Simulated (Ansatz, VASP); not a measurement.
## BiMo in VASP and in Ansatz

```
Mo Bi
1.0
     0.00000    3.21951    3.21951
     3.21951    0.00000    3.21951
     3.21951    3.21951    0.00000
Mo Bi
1 1
Direct
  0.00000 0.00000 0.00000
  0.25000 0.25000 0.25000
```

Alike in both runs: task relaxation of cell and atoms; functional PBE; k mesh 11 × 11 × 11; occupations fermi-dirac, width 0.08 eV; no spin polarisation.

|  | VASP | Ansatz |
| --- | --- | --- |
| version | VASP 6.6.1 | Ansatz 0.2.0 |
| potentials or method | VASP PAW PBE potentials, release 64 (Mo_sv, Bi_d) | PAW with Ansatz's default frozen-core files, scalar-relativistic |
| plane-wave cutoff (eV) | 600 | 420 |
| valence electrons in the cell | 29 | 29 |

|  | VASP | Ansatz | Ansatz less VASP |
| --- | --- | --- | --- |
| relaxed volume (Å³/atom) | 31.51 | 31.49 | -0.027 |
| relaxed length of the cell vector where the two differ most in proportion (Å) | 4.467 | 4.466 | -0.0013 |

Spin-orbit coupling is off throughout.
